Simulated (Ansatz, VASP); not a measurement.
# One calculation of Hg, two programs

```
Hg
1.0
     3.46181    0.00000    0.00000
    -1.73090    2.99802    0.00000
     0.00000    0.00000    5.48755
Hg
2
Direct
  0.66667 0.33333 0.75000
  0.33333 0.66667 0.25000
```

Alike in both runs: task single point; functional PBE; k mesh 18 × 18 × 8; occupations gaussian, width 0.05 eV; no spin polarisation.

|  | VASP | Ansatz |
| --- | --- | --- |
| version | VASP 6.6.1 | Ansatz 0.2.0 |
| potentials or method | VASP PAW PBE potentials, release 64 (Hg), cutoff 520 eV | scalar-relativistic, plane waves, PAW |
| valence electrons in the cell | 24 | 40 |

```csv
,VASP,Ansatz,Ansatz less VASP
pressure (GPa),1.0,0.9,-0.10
```

With one functional, cell and mesh, what is left measures potentials, basis and numerics. VASP's potentials hold 24 valence electrons a cell and Ansatz's 40, so a difference there can come from the potentials and not from the codes.

Spin-orbit coupling is off throughout.
